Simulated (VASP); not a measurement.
# Si2W (I4/mmm) in VASP: further runs

The runs below take Si2W through electric field gradients, with PBE.

Program: VASP 6.6.1. These are calculated values, not measurements. Logs are shortened: lines on timing, memory, paths and dates and some standing lists are left out, and cuts for length are marked.

**1. The cell of the first run**

The structure is tetragonal, space group I4/mmm (No. 139). Conventional cell: a = 3.275 Å, b = 3.275 Å, c = 8.035 Å, α = 90.00°, β = 90.00°, γ = 90.00°. Si (site symmetry 4mm) has 9 Si at 2.67 to 3.27 Å and 5 W at 2.68 Å within 3.5 Å. Within 3.5 Å of W (site symmetry 4/mmm) lie 10 Si at 2.68 Å and 4 W at 3.27 Å.

**2. Electric field gradients, PBE (14.36 Å³/atom)**

INCAR reads:

```
PREC = Accurate
ENCUT = 520
EDIFF = 1E-8
ISMEAR = -1
SIGMA = 0.05
LREAL = F
LASPH = T
NELM = 60
ALGO = Normal
ISIF = 2
LWAVE = F
LCHARG = F
GGA = PE
LEFG = T
ISYM = 0
NBANDS = 18
```

KPOINTS reads:

```
regular mesh
0
Gamma
  11 11 14
```

POSCAR reads:

```
Si2W
1.0
   -1.6374981928      1.6374981928      4.0172745203
    1.6374981928     -1.6374981928      4.0172745203
    1.6374981928      1.6374981928     -4.0172745203
Si W
2 1
Direct
    0.3330000000      0.3330000000      0.0000000000
    0.6670000000      0.6670000000      0.0000000000
    0.0000000000      0.0000000000      0.0000000000
```

Potentials or basis: VASP PAW PBE potentials, release 64 (Si, W_sv).

On the command line:

```
cat potpaw_PBE.64/Si/POTCAR potpaw_PBE.64/W_sv/POTCAR > POTCAR
mpirun -np 1 vasp_std > vasp.out
```

OUTCAR:

```text
PREC = Accurate
   ENCUT = 520
   EDIFF = 1E-8
   ISMEAR = -1
   LREAL = F
   LASPH = T
   NELM = 60
   ISIF = 2
   GGA = PE
   ISYM = 0

 ion  position               nearest neighbor table
   1  0.333  0.333  0.000-   2 2.67   2 2.67   2 2.67   2 2.67   3 2.68   3 2.68   3 2.68   3 2.68
                             3 2.68   2 2.68
   2  0.667  0.667  0.000-   1 2.67   1 2.67   1 2.67   1 2.67   3 2.68   3 2.68   3 2.68   3 2.68
                             3 2.68   1 2.68
   3  0.000  0.000  0.000-   1 2.68   2 2.68   2 2.68   1 2.68   2 2.68   2 2.68   2 2.68   1 2.68
                             1 2.68   1 2.68

IMPORTANT INFORMATION: All symmetrisations will be switched off!
NOSYMM: (Re-)initialisation of all symmetry stuff for point group C_1.

----------------------------------------------------------------------------------------

                                     Primitive cell

  volume of cell :      43.0877

  direct lattice vectors                    reciprocal lattice vectors
    -1.637498193  1.637498193  4.017274520     0.000000000  0.305343848  0.124462493
     1.637498193 -1.637498193  4.017274520     0.305343848  0.000000000  0.124462493
     1.637498193  1.637498193 -4.017274520     0.305343848  0.305343848  0.000000000

  length of vectors
     4.636948914  4.636948914  4.636948914     0.329735921  0.329735921  0.431821412

  position of ions in fractional coordinates (direct lattice)
     0.333000000  0.333000000  0.000000000
     0.667000000  0.667000000  0.000000000
     0.000000000  0.000000000  0.000000000

  ion indices of the primitive-cell ions
   primitive index   ion index
                 1           1
                 2           2
                 3           3

----------------------------------------------------------------------------------------

 KPOINTS: regular mesh

Automatic generation of k-mesh.
 Grid dimensions read from file:
 generate k-points for:   11   11   14

 Generating k-lattice:

  Cartesian coordinates                     Fractional coordinates (reciprocal lattice)
     0.000000000  0.027758532  0.011314772     0.090909091  0.000000000 -0.000000000
     0.027758532  0.000000000  0.011314772     0.000000000  0.090909091 -0.000000000
     0.021810275  0.021810275  0.000000000     0.000000000  0.000000000  0.071428571

  Length of vectors
     0.029975993  0.029975993  0.030844387

  Shift w.r.t. Gamma in fractional coordinates (k-lattice)
     0.000000000  0.000000000  0.000000000

 -----------------------------------------------------------------------------
|                                                                             |
|           W    W    AA    RRRRR   N    N  II  N    N   GGGG   !!!           |
|           W    W   A  A   R    R  NN   N  II  NN   N  G    G  !!!           |
|           W    W  A    A  R    R  N N  N  II  N N  N  G       !!!           |
|           W WW W  AAAAAA  RRRRR   N  N N  II  N  N N  G  GGG   !            |
|           WW  WW  A    A  R   R   N   NN  II  N   NN  G    G                |
|           W    W  A    A  R    R  N    N  II  N    N   GGGG   !!!           |
|                                                                             |
|     Your reciprocal lattice and k-lattice belong to different lattice       |
|     classes:                                                                |
|                                                                             |
|        The reciprocal lattice is body-centered tetragonal,                  |
|        whereas your k-lattice is base-centered monoclinic.                  |
|                                                                             |
|     Results are often still useful ...                                      |
|                                                                             |
 -----------------------------------------------------------------------------

 WARNING: IBZKPT: internal override: KBLOWUP is changed to .FALSE.
      ... skipping the blow-up phase ...

 Subroutine IBZKPT returns following result:
 ===========================================

 Found    848 irreducible k-points:

 Following reciprocal coordinates:
            Coordinates               Weight
  0.000000  0.000000  0.000000      1.000000
  0.090909  0.000000 -0.000000      2.000000
  0.181818  0.000000 -0.000000      2.000000
  0.272727  0.000000  0.000000      2.000000
  0.363636  0.000000  0.000000      2.000000
  0.454545  0.000000  0.000000      2.000000
[... 16 lines left out ...]
  0.454545  0.181818 -0.000000      2.000000
 -0.454545  0.181818  0.000000      2.000000
 [... further k-points ...]
   k-points           NKPTS =    848   k-points in BZ     NKDIM =    848   number of bands    NBANDS=     18
   number of dos      NEDOS =    301   number of ions     NIONS =      3
   total plane-waves  NPLWV =  46656
   dimension x,y,z NGX =    36 NGY =   36 NGZ =   36
   dimension x,y,z NGXF=    72 NGYF=   72 NGZF=   72
   ions per type =               2   1
   NGX,Y,Z   is equivalent  to a cutoff of  12.91, 12.91, 12.91 a.u.
   NGXF,Y,Z  is equivalent  to a cutoff of  25.81, 25.81, 25.81 a.u.
 SYSTEM =  unknown system
   PREC   = accura    normal or accurate (medium, high low for compatibility)
   ISTART =      0    job   : 0-new  1-cont  2-samecut
   ICHARG =      2    charge: 1-file 2-atom 10-const
   ISPIN  =      1    spin polarized calculation?
   LNONCOLLINEAR =      F non collinear calculations
   LSORBIT =      F    spin-orbit coupling
   LASPH  =      T    aspherical Exc in radial PAW
   ENCUT  =  520.0 eV  38.22 Ry    6.18 a.u.   8.62  8.62  8.62*2*pi/ulx,y,z
   NELM   =     60;   NELMIN=  2; NELMDL= -5     # of ELM steps
   EDIFF  = 0.1E-07   stopping-criterion for ELM
   LREAL  =      F    real-space projection
   EDIFFG = 0.1E-06   stopping-criterion for IOM
   NSW    =      0    number of steps for IOM
   IBRION =     -1    ionic relax: 0-MD 1-quasi-New 2-CG
   NFREE  =      0    steps in history (QN), initial steepest desc. (CG)
   ISIF   =      2    stress and relaxation
   ISYM   =      0    0-nonsym 1-usesym 2-fastsym
   POTIM  = 0.5000    time-step for ionic-motion
   TEBEG  =    0.0;   TEEND  =   0.0 temperature during run
   PSTRESS=    0.0 pullay stress
   NELECT =      22.0000    total number of electrons
   NUPDOWN=      -1.0000    fix difference up-down
   EMIN   =  10.00;   EMAX   =-10.00  energy-range for DOS
   EFERMI =   0.00;   METHOD = LEGACY
   ISMEAR =    -1;   SIGMA  =   0.05  broadening in eV -4-tet -1-fermi 0-gaus
   EFERMI_NEDOS =   21; number of points for ismear=-14 and -15
   IALGO  =     38    algorithm
   IMIX   =      4    mixing-type and parameters
     AMIX     =   0.40;   BMIX     =  1.00
     AMIX_MAG =   1.60;   BMIX_MAG =  1.00
  volume/ion in A,a.u.               =      14.36        96.92
  Fermi-wavevector in a.u.,A,eV,Ry     =   1.308473  2.472655 23.294546  1.712101
  Thomas-Fermi vector in A             =   2.439137
   LORBIT       =      0    0 simple, 1 ext, 2 COOP (PROOUT), +10 PAW based schemes
   GGA     = PE    functional components
   LHFCALC =     F    Hartree Fock is set to
   AEXX    =    0.0000 exact exchange contribution
   IVDW    =     0    specifies the selected vdW correction
   LEPSILON=     F    determine dielectric tensor
   LRPA    =     F    only Hartree local field effects (RPA)
 non-spin polarized calculation
  energy-cutoff  :      520.00
  volume of cell :       43.09
 maximum number of plane-waves:      1180
   NGX = 17   NGY = 17   NGZ = 17

 number of electron      22.0000001 magnetization

 Free energy of the ion-electron system (eV)
  ---------------------------------------------------
  ext. energy  EPLUGINS =         0.00000000
  ---------------------------------------------------
  free energy    TOTEN  =       -24.74294849 eV

  energy without entropy =      -24.74034638  energy(sigma->0) =      -24.74164743

 E-fermi :  11.0822     XC(G=0): -12.2304

 val. band max:       11.0782735863   @ k =   0.1818   0.2727   0.2857
 cond. band min:      11.0835199125   @ k =  -0.2727  -0.1818   0.2857
 fundamental gap:      0.0052463262
 Fermi energy:        11.0822125629

 k-point     1 :       0.0000    0.0000    0.0000
  band No.  band energies     occupation
      1     -62.9299      2.00000
      2     -27.1444      2.00000
      3     -27.1277      2.00000
      4     -27.1276      2.00000
      5      -2.4966      2.00000
      6       4.6484      2.00000
[... 10 lines left out ...]
     17      16.2655      0.00000
     18      16.2658      0.00000

 k-point     2 :       0.0909    0.0000   -0.0000
  band No.  band energies     occupation
      1     -62.9294      2.00000
      2     -27.1434      2.00000
      3     -27.1413      2.00000
      4     -27.1264      2.00000
      5      -2.3483      2.00000
      6       4.6342      2.00000
[... 10 lines left out ...]
     17      16.3181      0.00000
     18      16.8495      0.00000

 k-point     3 :       0.1818    0.0000   -0.0000
  band No.  band energies     occupation
      1     -62.9283      2.00000
      2     -27.1779      2.00000
      3     -27.1405      2.00000
      4     -27.1231      2.00000
      5      -1.9111      2.00000
      6       4.5161      2.00000
[... 10 lines left out ...]
     17      16.8649      0.00000
     18      18.1768      0.00000

 k-point     4 :       0.2727    0.0000    0.0000
  band No.  band energies     occupation
      1     -62.9267      2.00000
      2     -27.2254      2.00000
      3     -27.1368      2.00000
      4     -27.1188      2.00000
      5      -1.2082      2.00000
      6       4.0539      2.00000
[... 375 lines left out ...]
      4     -27.1295      2.00000
      5       0.4465      2.00000
      6       3.0169      2.00000
[... 10 lines left out ...]
     17      17.9281      0.00000
     18      19.1058      0.00000

 k-point    23 :       0.4545    0.1818   -0.0000
  band No.  band energies     occupation
      1     -62.9229      2.00000
      2     -27.2876      2.00000
      3     -27.1605      2.00000
      4     -27.1267      2.00000
      5       1.4844      2.00000
      6       2.0409      2.00000
[... 10 lines left out ...]
     17      18.0214      0.00000
     18      19.6184      0.00000

 k-point    24 :      -0.4545    0.1818    0.0000
  band No.  band energies     occupation
      1     -62.9229      2.00000
      2     -27.2876      2.00000
      3     -27.1604      2.00000
      4     -27.1260      2.00000
      5       0.9171      2.00000
      6       2.6336      2.00000
[... 10 lines left out ...]
     17      17.8657      0.00000
     18      18.9751      0.00000

 [... further k-points ...]

------------------------ aborting loop because EDIFF is reached ----------------------------------------

  FORCE on cell =-STRESS in cart. coord.  units (eV):
  Direction    XX          YY          ZZ          XY          YZ          ZX
  --------------------------------------------------------------------------------------
  -------------------------------------------------------------------------------------
  Total       -2.3541276     -2.3541276     -3.3496643      0.0127103     -0.0006675     -0.0006675
  in kB      -87.5361446    -87.5361451   -124.5542951      0.4726226     -0.0248190     -0.0248204
  external PRESSURE =     -99.8755283 kB  Pullay stress =       0.0000000 kB

 VOLUME and BASIS-vectors are now :
 -----------------------------------------------------------------------------
  energy-cutoff  :      520.00
  volume of cell :       43.09
      direct lattice vectors                 reciprocal lattice vectors
    -1.637498193  1.637498193  4.017274520     0.000000000  0.305343848  0.124462493
     1.637498193 -1.637498193  4.017274520     0.305343848  0.000000000  0.124462493
     1.637498193  1.637498193 -4.017274520     0.305343848  0.305343848  0.000000000

 POSITION                                       TOTAL-FORCE (eV/Angst)
 -----------------------------------------------------------------------------------
      0.00000      0.00000      2.67550        -0.000054     -0.000054      0.322939
      0.00000      0.00000      5.35904         0.000054      0.000054     -0.322939
      0.00000      0.00000      0.00000         0.000000      0.000000     -0.000000
 -----------------------------------------------------------------------------------
    total drift:                                0.000000      0.000000      0.000000

  FREE ENERGIE OF THE ION-ELECTRON SYSTEM (eV)
  ---------------------------------------------------
  free  energy   TOTEN  =       -24.7429484858 eV

  energy  without entropy=      -24.7403463755  energy(sigma->0) =      -24.74164743

 Electric field gradients (V/A^2)
---------------------------------------------------------------------
 ion       V_xx      V_yy      V_zz      V_xy      V_xz      V_yz
---------------------------------------------------------------------
   1       3.978     3.978    -7.957     0.089    -0.001    -0.001
   2       3.978     3.978    -7.957     0.089    -0.001    -0.001
   3      55.877    55.877  -111.755     0.119     0.010     0.010
---------------------------------------------------------------------

 Electric field gradients after diagonalization (V/A^2)
 (convention: |V_zz| > |V_xx| > |V_yy|)
----------------------------------------------------------------------
 ion       V_xx      V_yy      V_zz     asymmetry (V_yy - V_xx)/ V_zz
----------------------------------------------------------------------
   1       4.067     3.890    -7.957       0.022
   2       4.067     3.890    -7.957       0.022
   3      55.997    55.758  -111.755       0.002
----------------------------------------------------------------------

           NMR quadrupolar parameters

 Cq : quadrupolar parameter    Cq=e*Q*V_zz/h
 eta: asymmetry parameters     (V_yy - V_xx)/ V_zz
 Q  : nuclear electric quadrupole moment in mb (millibarn)
----------------------------------------------------------------------
 ion       Cq(MHz)       eta       Q (mb)
----------------------------------------------------------------------
   1      -0.019       0.022       1.000
   2      -0.019       0.022       1.000
   3      -0.270       0.002       1.000
----------------------------------------------------------------------
```

It took 19 min on 1 thread of Intel Xeon 8259CL, shared host; peak memory 0.71 GiB.

Results:

| Quantity | Value |
| --- | --- |
| Free energy | -24.7429 eV |
| Pressure | -10.0 GPa |
| Largest force | 0.323 eV/Å |
| Band gap on the k mesh | zero (bands 11 and 12 overlap by 1.16 eV) |
| Largest electric field gradient by atom | Si -8.0; W -111.8 V/Å² |

Forces on the atoms (eV/Å):
```
Si   0.000  0.000  0.323
Si   0.000  0.000 -0.323
W    0.000  0.000  0.000
```

Electric field gradients, principal values (V/Å²):
| atom | least | middle | greatest (by size) |
| --- | --- | --- | --- |
| 1 Si | 3.890 | 4.067 | -7.957 |
| 2 Si | 3.890 | 4.067 | -7.957 |
| 3 W | 55.758 | 55.997 | -111.755 |

Caveat: the cell stands under tension; without QUAD_EFG the Cq values of the log hold for a quadrupole moment of 1 mb, not for the nuclei; spin-orbit coupling is left out, which moves the levels of the heavy elements.

(Continued in part 2 of 2.)
